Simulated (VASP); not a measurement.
# Cd (P6_3/mmc) in VASP: settings compared

The runs below take Cd through single point, with PBE, BLYP.

Everything below comes from runs of VASP 6.6.1. Logs are shortened: lines on timing, memory, paths and dates and some standing lists are left out, and cuts for length are marked.

## (1) The cell of the first run

The structure is hexagonal, space group P6_3/mmc (No. 194). The conventional cell has a = 2.979 Å, b = 2.979 Å, c = 5.618 Å, α = 90.00°, β = 90.00°, γ = 120.00°. Within 3.9 Å of Cd (site symmetry -6m2) lie 12 Cd at 2.98 to 3.29 Å.

## (2) Single point, PBE

INCAR

```
PREC = Accurate
ENCUT = 500
EDIFF = 1E-6
ISMEAR = 0
SIGMA = 0.1
LREAL = F
LASPH = T
NELM = 120
ALGO = Normal
ISIF = 2
LWAVE = F
LCHARG = F
GGA = PE
ISYM = -1
NBANDS = 19
GGA_COMPAT = F
```

KPOINTS

```
explicit points
9
Reciprocal
  0.12000000   0.09333333   0.47000000 1
  0.12000000   0.42666667   0.47000000 1
  0.12000000   0.76000000   0.47000000 1
  0.45333333   0.09333333   0.47000000 1
  0.45333333   0.42666667   0.47000000 1
  0.45333333   0.76000000   0.47000000 1
  0.78666667   0.09333333   0.47000000 1
  0.78666667   0.42666667   0.47000000 1
  0.78666667   0.76000000   0.47000000 1
```

POSCAR

```
Cd
1.0
    2.9788725081      0.0000000000      0.0000000000
   -1.4894362540      2.5797792666      0.0000000000
    0.0000000000      0.0000000000      5.6176500000
Cd
2
Direct
    0.3333333333      0.6666666667      0.2500000000
    0.6666666667      0.3333333333      0.7500000000
```

Potentials or basis: VASP PAW PBE potentials, release 64 (Cd).

On the command line:

```
cat potpaw_PBE.64/Cd/POTCAR > POTCAR
mpirun -np 1 vasp_std > vasp.out
```

OUTCAR:

```text
PREC = Accurate
   ENCUT = 500
   EDIFF = 1E-6
   ISMEAR = 0
   LREAL = F
   LASPH = T
   NELM = 120
   ISIF = 2
   GGA = PE
   ISYM = -1

 ion  position               nearest neighbor table
   1  0.333  0.667  0.250-   2 3.29   2 3.29   2 3.29   2 3.29   2 3.29   2 3.29
   2  0.667  0.333  0.750-   1 3.29   1 3.29   1 3.29   1 3.29   1 3.29   1 3.29

IMPORTANT INFORMATION: All symmetrisations will be switched off!
NOSYMM: (Re-)initialisation of all symmetry stuff for point group C_1.

----------------------------------------------------------------------------------------

                                     Primitive cell

  volume of cell :      43.1707

  direct lattice vectors                    reciprocal lattice vectors
     2.978872508  0.000000000  0.000000000     0.335697482  0.193815032  0.000000000
    -1.489436254  2.579779267  0.000000000     0.000000000  0.387630063  0.000000000
     0.000000000  0.000000000  5.617650000     0.000000000  0.000000000  0.178010378

  length of vectors
     2.978872508  2.978872508  5.617650000     0.387630063  0.387630063  0.178010378

  position of ions in fractional coordinates (direct lattice)
     0.333333333  0.666666667  0.250000000
     0.666666667  0.333333333  0.750000000

  ion indices of the primitive-cell ions
   primitive index   ion index
                 1           1
                 2           2

----------------------------------------------------------------------------------------

 KPOINTS: explicit points

Read explicit list of k-points.

 Found      9 k-points:

 Following reciprocal coordinates:
            Coordinates               Weight
  0.120000  0.093333  0.470000      0.111111
  0.120000  0.426667  0.470000      0.111111
  0.120000  0.760000  0.470000      0.111111
  0.453333  0.093333  0.470000      0.111111
  0.453333  0.426667  0.470000      0.111111
  0.453333  0.760000  0.470000      0.111111
  0.786667  0.093333  0.470000      0.111111
  0.786667  0.426667  0.470000      0.111111
  0.786667  0.760000  0.470000      0.111111
   k-points           NKPTS =      9   k-points in BZ     NKDIM =      9   number of bands    NBANDS=     19
   number of dos      NEDOS =    301   number of ions     NIONS =      2
   total plane-waves  NPLWV =  24192
   dimension x,y,z NGX =    24 NGY =   24 NGZ =   42
   dimension x,y,z NGXF=    48 NGYF=   48 NGZF=   84
   ions per type =               2
   NGX,Y,Z   is equivalent  to a cutoff of  13.39, 13.39, 12.43 a.u.
   NGXF,Y,Z  is equivalent  to a cutoff of  26.79, 26.79, 24.86 a.u.
 SYSTEM =  unknown system
   PREC   = accura    normal or accurate (medium, high low for compatibility)
   ISTART =      0    job   : 0-new  1-cont  2-samecut
   ICHARG =      2    charge: 1-file 2-atom 10-const
   ISPIN  =      1    spin polarized calculation?
   LNONCOLLINEAR =      F non collinear calculations
   LSORBIT =      F    spin-orbit coupling
   LASPH  =      T    aspherical Exc in radial PAW
   ENCUT  =  500.0 eV  36.75 Ry    6.06 a.u.   5.43  5.43 10.24*2*pi/ulx,y,z
   NELM   =    120;   NELMIN=  2; NELMDL= -5     # of ELM steps
   EDIFF  = 0.1E-05   stopping-criterion for ELM
   LREAL  =      F    real-space projection
   EDIFFG = 0.1E-04   stopping-criterion for IOM
   NSW    =      0    number of steps for IOM
   IBRION =     -1    ionic relax: 0-MD 1-quasi-New 2-CG
   NFREE  =      0    steps in history (QN), initial steepest desc. (CG)
   ISIF   =      2    stress and relaxation
   ISYM   =     -1    0-nonsym 1-usesym 2-fastsym
   POTIM  = 0.5000    time-step for ionic-motion
   TEBEG  =    0.0;   TEEND  =   0.0 temperature during run
   PSTRESS=    0.0 pullay stress
   NELECT =      24.0000    total number of electrons
   NUPDOWN=      -1.0000    fix difference up-down
   EMIN   =  10.00;   EMAX   =-10.00  energy-range for DOS
   EFERMI =   0.00;   METHOD = LEGACY
   ISMEAR =     0;   SIGMA  =   0.10  broadening in eV -4-tet -1-fermi 0-gaus
   EFERMI_NEDOS =   21; number of points for ismear=-14 and -15
   IALGO  =     38    algorithm
   IMIX   =      4    mixing-type and parameters
     AMIX     =   0.40;   BMIX     =  1.00
     AMIX_MAG =   1.60;   BMIX_MAG =  1.00
  volume/ion in A,a.u.               =      21.59       145.67
  Fermi-wavevector in a.u.,A,eV,Ry     =   1.346115  2.543789 24.654109  1.812026
  Thomas-Fermi vector in A             =   2.473973
   LORBIT       =      0    0 simple, 1 ext, 2 COOP (PROOUT), +10 PAW based schemes
   GGA     = PE    functional components
   LHFCALC =     F    Hartree Fock is set to
   AEXX    =    0.0000 exact exchange contribution
   IVDW    =     0    specifies the selected vdW correction
   LEPSILON=     F    determine dielectric tensor
   LRPA    =     F    only Hartree local field effects (RPA)
 non-spin polarized calculation
 Gauss-broadening in eV      SIGMA  =   0.10
  energy-cutoff  :      500.00
  volume of cell :       43.17
 maximum number of plane-waves:      1100
 NGX is ok and might be reduce to    24
   NGX = 11   NGY = 11   NGZ = 21

 number of electron      23.9999993 magnetization

 Free energy of the ion-electron system (eV)
  ---------------------------------------------------
  ext. energy  EPLUGINS =         0.00000000
  ---------------------------------------------------
  free energy    TOTEN  =        -1.97256075 eV

  energy without entropy =       -1.97256075  energy(sigma->0) =       -1.97256075

 E-fermi :   2.3447     XC(G=0): -11.0589

 val. band max:        1.8330529259   @ k =   0.1200   0.4267   0.4700
 cond. band min:       3.1466395865   @ k =   0.4533   0.0933   0.4700
 fundamental gap:      1.3135866607
 Fermi energy:         2.3447240356

 k-point     1 :       0.1200    0.0933    0.4700
  band No.  band energies     occupation
      1      -6.6695      2.00000
      2      -6.6482      2.00000
      3      -6.5025      2.00000
      4      -6.4920      2.00000
      5      -6.1747      2.00000
      6      -6.1619      2.00000
      7      -6.0060      2.00000
      8      -5.9904      2.00000
      9      -5.7940      2.00000
     10      -5.7758      2.00000
     11      -3.6830      2.00000
     12      -3.3261      2.00000
     13       7.0226      0.00000
     14       7.9395      0.00000
     15      13.2573      0.00000
     16      13.5511      0.00000
     17      13.8779      0.00000
     18      14.1649      0.00000
     19      19.2650      0.00000

 k-point     2 :       0.1200    0.4267    0.4700
  band No.  band energies     occupation
      1      -6.9059      2.00000
      2      -6.8923      2.00000
      3      -6.7440      2.00000
      4      -6.7169      2.00000
      5      -6.0491      2.00000
      6      -5.9966      2.00000
      7      -5.6728      2.00000
      8      -5.6336      2.00000
      9      -5.5145      2.00000
     10      -5.5034      2.00000
     11       1.6861      2.00000
     12       1.8331      2.00000
     13       3.2349      0.00000
     14       3.3733      0.00000
     15      10.1382      0.00000
     16      10.4368      0.00000
     17      11.2994      0.00000
     18      11.5137      0.00000
     19      14.9083      0.00000

 k-point     3 :       0.1200    0.7600    0.4700
  band No.  band energies     occupation
      1      -6.6288      2.00000
      2      -6.6099      2.00000
      3      -6.5239      2.00000
      4      -6.5116      2.00000
      5      -6.1952      2.00000
      6      -6.1871      2.00000
      7      -5.9865      2.00000
      8      -5.9663      2.00000
      9      -5.7840      2.00000
     10      -5.7716      2.00000
     11      -3.4522      2.00000
     12      -3.0984      2.00000
     13       7.2286      0.00000
     14       8.1403      0.00000
     15      12.7204      0.00000
     16      12.9075      0.00000
     17      13.1313      0.00000
     18      13.2962      0.00000
     19      19.6625      0.00000

 k-point     4 :       0.4533    0.0933    0.4700
  band No.  band energies     occupation
      1      -6.9713      2.00000
      2      -6.9561      2.00000
      3      -6.7588      2.00000
      4      -6.7282      2.00000
      5      -6.0177      2.00000
      6      -5.9696      2.00000
      7      -5.6668      2.00000
      8      -5.6238      2.00000
      9      -5.4524      2.00000
     10      -5.4468      2.00000
     11       1.6519      2.00000
     12       1.6977      2.00000
     13       3.1466      0.00000
     14       3.1466      0.00000
     15      10.7933      0.00000
     16      11.0332      0.00000
     17      11.3149      0.00000
     18      11.5445      0.00000
     19      14.8981      0.00000

 k-point     5 :       0.4533    0.4267    0.4700
  band No.  band energies     occupation
      1      -6.9059      2.00000
      2      -6.8923      2.00000
      3      -6.7440      2.00000
      4      -6.7169      2.00000
      5      -6.0491      2.00000
      6      -5.9966      2.00000
      7      -5.6728      2.00000
      8      -5.6336      2.00000
      9      -5.5145      2.00000
     10      -5.5034      2.00000
     11       1.6861      2.00000
     12       1.8331      2.00000
     13       3.2349      0.00000
     14       3.3733      0.00000
     15      10.1382      0.00000
     16      10.4368      0.00000
     17      11.2994      0.00000
     18      11.5137      0.00000
     19      14.9083      0.00000

 k-point     6 :       0.4533    0.7600    0.4700
  band No.  band energies     occupation
      1      -6.6856      2.00000
      2      -6.6680      2.00000
      3      -6.5411      2.00000
      4      -6.5134      2.00000
      5      -6.1907      2.00000
      6      -6.1472      2.00000
      7      -6.0274      2.00000
      8      -6.0035      2.00000
      9      -5.5461      2.00000
     10      -5.5153      2.00000
     11      -0.4673      2.00000
     12      -0.1450      2.00000
     13       7.3773      0.00000
     14       7.6546      0.00000
     15       8.1969      0.00000
     16       8.4087      0.00000
     17      10.0335      0.00000
     18      10.7423      0.00000
     19      17.3048      0.00000

 k-point     7 :       0.7867    0.0933    0.4700
  band No.  band energies     occupation
      1      -6.6695      2.00000
      2      -6.6482      2.00000
      3      -6.5025      2.00000
      4      -6.4920      2.00000
      5      -6.1747      2.00000
      6      -6.1619      2.00000
      7      -6.0060      2.00000
      8      -5.9904      2.00000
      9      -5.7940      2.00000
     10      -5.7758      2.00000
     11      -3.6830      2.00000
     12      -3.3261      2.00000
     13       7.0226      0.00000
     14       7.9395      0.00000
     15      13.2573      0.00000
     16      13.5511      0.00000
     17      13.8779      0.00000
     18      14.1649      0.00000
     19      19.2651      0.00000

 k-point     8 :       0.7867    0.4267    0.4700
  band No.  band energies     occupation
      1      -6.6840      2.00000
      2      -6.6653      2.00000
      3      -6.5343      2.00000
      4      -6.5105      2.00000
      5      -6.1999      2.00000
      6      -6.1684      2.00000
      7      -6.0160      2.00000
      8      -5.9871      2.00000
      9      -5.5605      2.00000
     10      -5.5328      2.00000
     11      -0.9508      2.00000
     12      -0.6227      2.00000
     13       8.0751      0.00000
     14       8.3152      0.00000
     15       8.5915      0.00000
     16       8.6030      0.00000
     17       9.8350      0.00000
     18      10.4361      0.00000
     19      17.8644      0.00000

 k-point     9 :       0.7867    0.7600    0.4700
  band No.  band energies     occupation
      1      -6.6856      2.00000
      2      -6.6680      2.00000
      3      -6.5411      2.00000
      4      -6.5134      2.00000
      5      -6.1907      2.00000
      6      -6.1472      2.00000
      7      -6.0274      2.00000
      8      -6.0035      2.00000
      9      -5.5461      2.00000
     10      -5.5153      2.00000
     11      -0.4673      2.00000
     12      -0.1450      2.00000
     13       7.3773      0.00000
     14       7.6546      0.00000
     15       8.1969      0.00000
     16       8.4087      0.00000
     17      10.0335      0.00000
     18      10.7423      0.00000
     19      17.3048      0.00000

------------------------ aborting loop because EDIFF is reached ----------------------------------------

  FORCE on cell =-STRESS in cart. coord.  units (eV):
  Direction    XX          YY          ZZ          XY          YZ          ZX
  --------------------------------------------------------------------------------------
  -------------------------------------------------------------------------------------
  Total        1.1223905      0.1305338     -4.0354929      0.8589512     -0.0010439      0.0006066
  in kB       41.6548366      4.8444491   -149.7676526     31.8779158     -0.0387415      0.0225138
  external PRESSURE =     -34.4227889 kB  Pullay stress =       0.0000000 kB

 VOLUME and BASIS-vectors are now :
 -----------------------------------------------------------------------------
  energy-cutoff  :      500.00
  volume of cell :       43.17
      direct lattice vectors                 reciprocal lattice vectors
     2.978872508  0.000000000  0.000000000     0.335697482  0.193815032  0.000000000
    -1.489436254  2.579779267  0.000000000     0.000000000  0.387630063  0.000000000
     0.000000000  0.000000000  5.617650000     0.000000000  0.000000000  0.178010378

 POSITION                                       TOTAL-FORCE (eV/Angst)
 -----------------------------------------------------------------------------------
     -0.00000      1.71985      1.40441        -0.016459     -0.009502     -0.000006
      1.48944      0.85993      4.21324         0.016459      0.009502      0.000006
 -----------------------------------------------------------------------------------
    total drift:                                0.000003      0.000002     -0.000000

  FREE ENERGIE OF THE ION-ELECTRON SYSTEM (eV)
  ---------------------------------------------------
  free  energy   TOTEN  =        -1.9725607464 eV

  energy  without entropy=       -1.9725607464  energy(sigma->0) =       -1.97256075
```

Run time: 10 s. Hardware: 1 thread of Intel Xeon 8259CL, shared host; peak memory 0.12 GiB.

Results:

| Property | Result |
| --- | --- |
| Free energy | -1.9726 eV |
| Pressure | -3.4 GPa |
| Largest force | 0.019 eV/Å |
| Band gap on the k mesh | 1.31 eV (least direct gap 1.40 eV) |

Forces on the atoms (eV/Å):
```
Cd  -0.016 -0.010  0.000
Cd   0.016  0.010  0.000
```

Caveat: the stress differs along the axes, from -15 to 4 GPa; a shifted mesh leaves out Γ, where band edges can lie.

[end of part 1 of 2]

The gap in the log of VASP goes by the Fermi energy; the results here count the filled bands.